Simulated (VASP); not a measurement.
**LiH: single point with r2SCAN**

Crystal: LiH.

```
CELL_PARAMETERS angstrom
2.50166 0.00000 0.00000
0.00000 2.50166 0.00000
0.00000 0.00000 2.50166
ATOMIC_POSITIONS crystal
Li 0.00000 0.00000 0.00000
H 0.50000 0.50000 0.50000
```

```
Program                : VASP 6.6.1
Task                   : single point
Functional             : r2SCAN
Potentials or basis    : VASP PAW PBE potentials, release 64 (Li_sv, H)
Cutoff                 : 520 eV
k mesh                 : 6 × 6 × 6
Occupations            : gaussian, width 0.01 eV
Spin                   : no spin polarisation
Dipole correction      : no
Further INCAR settings : ALGO = Normal; EDIFF = 1e-06; NBANDS = 9
```

```
Band gap on the k mesh : 1.29 eV, indirect (least direct gap 4.88 eV)
```

Levels at points of the mesh, in eV from the valence-band top:
| k point | band 1 | band 2 | band 3 | band 4 | band 5 |
| --- | --- | --- | --- | --- | --- |
| (0.00, 0.00, 0.00) | -49.82 | -9.12 | 13.03 | 13.03 | 13.03 |
| (0.50, 0.00, 0.00) | -49.77 | -6.86 | 1.29 | 12.72 | 17.99 |
| (0.50, 0.50, 0.00) | -49.72 | -2.87 | 2.01 | 2.01 | 10.45 |
| (0.50, 0.50, 0.50) | -49.68 | 0.00 | 7.50 | 7.50 | 7.50 |

It took 9.7 s on 1 thread of Intel(R) Xeon(R) Platinum 8559C (Emerald Rapids), with other jobs on the host, peak memory 0.11 GiB.

 A k mesh can miss the band edges.
